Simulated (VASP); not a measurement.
# Cs (Fm-3m) in VASP: notebook

Cs is run at these levels: PBE; tasks: single point.

Everything below comes from runs of VASP 6.6.1. Logs are shortened: lines on timing, memory, paths and dates and some standing lists are left out, and cuts for length are marked.

### Step 1. The cell of the first run

Symmetry: Fm-3m, No. 225, cubic system. The conventional cell has a = 5.713 Å, b = 5.713 Å, c = 5.713 Å, α = 90.00°, β = 90.00°, γ = 90.00°. Within 5.3 Å of Cs (site symmetry m-3m) lie 12 Cs at 4.04 Å.

This isn't the form of Cs at room conditions, which is bcc.

### Step 2. Single point, PBE (46.62 Å³/atom)

INCAR reads:

```
PREC     = Accurate       # precision mode
ENCUT    = 520            # plane-wave cutoff, eV
EDIFF    = 1E-6           # SCF threshold, eV
ISMEAR   = -1             # smearing method
SIGMA    = 0.05           # smearing width, eV
LREAL    = F              # projectors in reciprocal space
LASPH    = T              # aspherical terms in the spheres
NELM     = 80             # most SCF steps
ALGO     = Normal         # electronic algorithm
ISIF     = 2              # what is computed and relaxed
LWAVE    = F              # write WAVECAR
LCHARG   = F              # write CHGCAR
GGA      = PE             # functional
NBANDS   = 10             # bands
```

KPOINTS reads:

```
regular mesh
0
Gamma
  10 10 10
```

POSCAR reads:

```
Cs
1.0
    0.0000000000      2.8565786267      2.8565786267
    2.8565786267      0.0000000000      2.8565786267
    2.8565786267      2.8565786267      0.0000000000
Cs
1
Direct
    0.0000000000      0.0000000000      0.0000000000
```

Potentials or basis: VASP PAW PBE potentials, release 64 (Cs_sv).

The run is started by

```console
cat potpaw_PBE.64/Cs_sv/POTCAR > POTCAR
mpirun -np 1 vasp_std > vasp.out
```

OUTCAR:

```text
PREC = Accurate
   ENCUT = 520
   EDIFF = 1E-6
   ISMEAR = -1
   LREAL = F
   LASPH = T
   NELM = 80
   ISIF = 2
   GGA = PE

 ion  position               nearest neighbor table
   1  0.000  0.000  0.000-

  LATTYP: Found a face centered cubic cell.
 ALAT       =     5.7131572534

  Lattice vectors:

 A1 = (   0.0000000000,   2.8565786267,   2.8565786267)
 A2 = (   2.8565786267,   0.0000000000,   2.8565786267)
 A3 = (   2.8565786267,   2.8565786267,   0.0000000000)

Analysis of symmetry for initial positions (statically):
=====================================================================
 Subroutine PRICEL returns:
 Original cell was already a primitive cell.

 Routine SETGRP: Setting up the symmetry group for a
 face centered cubic supercell.

 Subroutine GETGRP returns: Found 48 space group operations
 (whereof 48 operations were pure point group operations)
 out of a pool of 48 trial point group operations.

The static configuration has the point symmetry O_h .

Analysis of symmetry for dynamics (positions and initial velocities):
=====================================================================
 Subroutine PRICEL returns:
 Original cell was already a primitive cell.

 Routine SETGRP: Setting up the symmetry group for a
 face centered cubic supercell.

 Subroutine GETGRP returns: Found 48 space group operations
 (whereof 48 operations were pure point group operations)
 out of a pool of 48 trial point group operations.

The dynamic configuration has the point symmetry O_h .

 Subroutine INISYM returns: Found 48 space group operations
 (whereof 48 operations are pure point group operations),
 and found     1 'primitive' translations

----------------------------------------------------------------------------------------

                                     Primitive cell

  volume of cell :      46.6196

  direct lattice vectors                    reciprocal lattice vectors
     0.000000000  2.856578627  2.856578627    -0.175034566  0.175034566  0.175034566
     2.856578627  0.000000000  2.856578627     0.175034566 -0.175034566  0.175034566
     2.856578627  2.856578627  0.000000000     0.175034566  0.175034566 -0.175034566

  length of vectors
     4.039812236  4.039812236  4.039812236     0.303168761  0.303168761  0.303168761

  position of ions in fractional coordinates (direct lattice)
     0.000000000  0.000000000  0.000000000

  ion indices of the primitive-cell ions
   primitive index   ion index
                 1           1

----------------------------------------------------------------------------------------

 KPOINTS: regular mesh

Automatic generation of k-mesh.
 Grid dimensions read from file:
 generate k-points for:   10   10   10

 Generating k-lattice:

  Cartesian coordinates                     Fractional coordinates (reciprocal lattice)
    -0.017503457  0.017503457  0.017503457     0.100000000  0.000000000  0.000000000
     0.017503457 -0.017503457  0.017503457     0.000000000  0.100000000  0.000000000
     0.017503457  0.017503457 -0.017503457     0.000000000  0.000000000  0.100000000

  Length of vectors
     0.030316876  0.030316876  0.030316876

  Shift w.r.t. Gamma in fractional coordinates (k-lattice)
     0.000000000  0.000000000  0.000000000

 Subroutine IBZKPT returns following result:
 ===========================================

 Found     47 irreducible k-points:

 Following reciprocal coordinates:
            Coordinates               Weight
  0.000000  0.000000  0.000000      1.000000
  0.100000  0.000000  0.000000      8.000000
  0.200000  0.000000  0.000000      8.000000
  0.300000  0.000000  0.000000      8.000000
  0.400000  0.000000  0.000000      8.000000
  0.500000  0.000000  0.000000      4.000000
[... 16 lines left out ...]
  0.300000  0.300000  0.000000      6.000000
  0.400000  0.300000  0.000000     24.000000
 [... further k-points ...]
   k-points           NKPTS =     47   k-points in BZ     NKDIM =     47   number of bands    NBANDS=     10
   number of dos      NEDOS =    301   number of ions     NIONS =      1
   total plane-waves  NPLWV =  27000
   dimension x,y,z NGX =    30 NGY =   30 NGZ =   30
   dimension x,y,z NGXF=    60 NGYF=   60 NGZF=   60
   ions per type =               1
   NGX,Y,Z   is equivalent  to a cutoff of  12.35, 12.35, 12.35 a.u.
   NGXF,Y,Z  is equivalent  to a cutoff of  24.69, 24.69, 24.69 a.u.
 SYSTEM =  unknown system
   PREC   = accura    normal or accurate (medium, high low for compatibility)
   ISTART =      0    job   : 0-new  1-cont  2-samecut
   ICHARG =      2    charge: 1-file 2-atom 10-const
   ISPIN  =      1    spin polarized calculation?
   LNONCOLLINEAR =      F non collinear calculations
   LSORBIT =      F    spin-orbit coupling
   LASPH  =      T    aspherical Exc in radial PAW
   ENCUT  =  520.0 eV  38.22 Ry    6.18 a.u.   7.51  7.51  7.51*2*pi/ulx,y,z
   NELM   =     80;   NELMIN=  2; NELMDL= -5     # of ELM steps
   EDIFF  = 0.1E-05   stopping-criterion for ELM
   LREAL  =      F    real-space projection
   EDIFFG = 0.1E-04   stopping-criterion for IOM
   NSW    =      0    number of steps for IOM
   IBRION =     -1    ionic relax: 0-MD 1-quasi-New 2-CG
   NFREE  =      0    steps in history (QN), initial steepest desc. (CG)
   ISIF   =      2    stress and relaxation
   ISYM   =      2    0-nonsym 1-usesym 2-fastsym
   POTIM  = 0.5000    time-step for ionic-motion
   TEBEG  =    0.0;   TEEND  =   0.0 temperature during run
   PSTRESS=    0.0 pullay stress
   NELECT =       9.0000    total number of electrons
   NUPDOWN=      -1.0000    fix difference up-down
   EMIN   =  10.00;   EMAX   =-10.00  energy-range for DOS
   EFERMI =   0.00;   METHOD = LEGACY
   ISMEAR =    -1;   SIGMA  =   0.05  broadening in eV -4-tet -1-fermi 0-gaus
   EFERMI_NEDOS =   21; number of points for ismear=-14 and -15
   IALGO  =     38    algorithm
   IMIX   =      4    mixing-type and parameters
     AMIX     =   0.40;   BMIX     =  1.00
     AMIX_MAG =   1.60;   BMIX_MAG =  1.00
  volume/ion in A,a.u.               =      46.62       314.60
  Fermi-wavevector in a.u.,A,eV,Ry     =   0.946163  1.787990 12.180279  0.895225
  Thomas-Fermi vector in A             =   2.074135
   LORBIT       =      0    0 simple, 1 ext, 2 COOP (PROOUT), +10 PAW based schemes
   GGA     = PE    functional components
   LHFCALC =     F    Hartree Fock is set to
   AEXX    =    0.0000 exact exchange contribution
   IVDW    =     0    specifies the selected vdW correction
   LEPSILON=     F    determine dielectric tensor
   LRPA    =     F    only Hartree local field effects (RPA)
 non-spin polarized calculation
  energy-cutoff  :      520.00
  volume of cell :       46.62
 maximum number of plane-waves:      1279
   NGX = 15   NGY = 15   NGZ = 15

 number of electron       9.0000001 magnetization

 Free energy of the ion-electron system (eV)
  ---------------------------------------------------
  ext. energy  EPLUGINS =         0.00000000
  ---------------------------------------------------
  free energy    TOTEN  =        -0.08080700 eV

  energy without entropy =       -0.07014503  energy(sigma->0) =       -0.07547601

 E-fermi :   3.9869     XC(G=0):  -8.3329

 val. band max:        3.8908323522   @ k =   0.5000   0.5000   0.0000
 cond. band min:       3.9874387413   @ k =   0.4000   0.3000   0.1000
 fundamental gap:      0.0966063891
 Fermi energy:         3.9869093404

 k-point     1 :       0.0000    0.0000    0.0000
  band No.  band energies     occupation
      1     -20.0515      2.00000
      2      -5.9464      2.00000
      3      -5.9464      2.00000
      4      -5.9464      2.00000
      5       1.9368      2.00000
      6       6.7977      0.00000
      7       6.7977      0.00000
      8       6.7977      0.00000
      9       9.3245      0.00000
     10       9.3245      0.00000

 k-point     2 :       0.1000    0.0000    0.0000
  band No.  band energies     occupation
      1     -20.0273      2.00000
      2      -6.1617      2.00000
      3      -5.9686      2.00000
      4      -5.9686      2.00000
      5       2.2494      2.00000
      6       6.4591      0.00000
      7       6.9242      0.00000
      8       6.9242      0.00000
      9       9.0455      0.00000
     10       9.0455      0.00000

 k-point     3 :       0.2000    0.0000    0.0000
  band No.  band energies     occupation
      1     -19.9626      2.00000
      2      -6.6712      2.00000
      3      -6.0255      2.00000
      4      -6.0255      2.00000
      5       2.9526      2.00000
      6       6.0191      0.00000
      7       7.0793      0.00000
      8       7.0793      0.00000
      9       8.8341      0.00000
     10       8.8341      0.00000

 k-point     4 :       0.3000    0.0000    0.0000
  band No.  band energies     occupation
      1     -19.8803      2.00000
      2      -7.2242      2.00000
      3      -6.0937      2.00000
      4      -6.0937      2.00000
      5       3.4536      1.99995
      6       6.1822      0.00000
      7       6.8691      0.00000
      8       6.8691      0.00000
      9       9.4428      0.00000
     10       9.4428      0.00000
[... 222 lines left out ...]
 k-point    22 :      -0.2000    0.2000    0.0000
  band No.  band energies     occupation
      1     -19.8520      2.00000
      2      -7.1314      2.00000
      3      -6.4845      2.00000
      4      -6.0798      2.00000
      5       4.2040      0.02571
      6       5.6174      0.00000
      7       6.0755      0.00000
      8       7.5291      0.00000
      9       8.0421      0.00000
     10      11.1608      0.00000

 k-point    23 :       0.3000    0.3000    0.0000
  band No.  band energies     occupation
      1     -19.8240      2.00000
      2      -7.1440      2.00000
      3      -6.3779      2.00000
      4      -6.3779      2.00000
      5       3.6506      1.99760
      6       4.5426      0.00003
      7       6.9534      0.00000
      8       8.8607      0.00000
      9       8.8607      0.00000
     10      10.4767      0.00000

 k-point    24 :       0.4000    0.3000    0.0000
  band No.  band energies     occupation
      1     -19.7698      2.00000
      2      -7.3560      2.00000
      3      -6.5151      2.00000
      4      -6.4444      2.00000
      5       3.6078      1.99898
      6       4.4294      0.00029
      7       7.1232      0.00000
      8       9.0244      0.00000
      9       9.9262      0.00000
     10      11.2022      0.00000

 [... further k-points ...]

------------------------ aborting loop because EDIFF is reached ----------------------------------------

  FORCE on cell =-STRESS in cart. coord.  units (eV):
  Direction    XX          YY          ZZ          XY          YZ          ZX
  --------------------------------------------------------------------------------------
  -------------------------------------------------------------------------------------
  Total        1.7347617      1.7347617      1.7347617     -0.0000000      0.0000000     -0.0000000
  in kB       59.6186123     59.6186123     59.6186123     -0.0000000      0.0000000     -0.0000000
  external PRESSURE =      59.6186123 kB  Pullay stress =       0.0000000 kB

 VOLUME and BASIS-vectors are now :
 -----------------------------------------------------------------------------
  energy-cutoff  :      520.00
  volume of cell :       46.62
      direct lattice vectors                 reciprocal lattice vectors
     0.000000000  2.856578627  2.856578627    -0.175034566  0.175034566  0.175034566
     2.856578627  0.000000000  2.856578627     0.175034566 -0.175034566  0.175034566
     2.856578627  2.856578627  0.000000000     0.175034566  0.175034566 -0.175034566

 POSITION                                       TOTAL-FORCE (eV/Angst)
 -----------------------------------------------------------------------------------
      0.00000      0.00000      0.00000        -0.000000     -0.000000      0.000000
 -----------------------------------------------------------------------------------
    total drift:                               -0.000000     -0.000000     -0.000000

  FREE ENERGIE OF THE ION-ELECTRON SYSTEM (eV)
  ---------------------------------------------------
  free  energy   TOTEN  =        -0.0808069981 eV

  energy  without entropy=       -0.0701450293  energy(sigma->0) =       -0.07547601
```

Wall time 8.8 s (1 thread of Intel Xeon 6975P-C (Granite Rapids), shared host); peak memory 0.16 GiB.

What came out:

```yaml
Free_energy: -0.0808 eV
Pressure: 6.0 GPa
Band_gap_on_the_k_mesh: zero (an odd number of electrons rules out a gap without spin polarisation)
```

Caveat: the cell stands under pressure; spin-orbit coupling is left out, which moves the levels of the heavy elements.

[end of part 1 of 2]
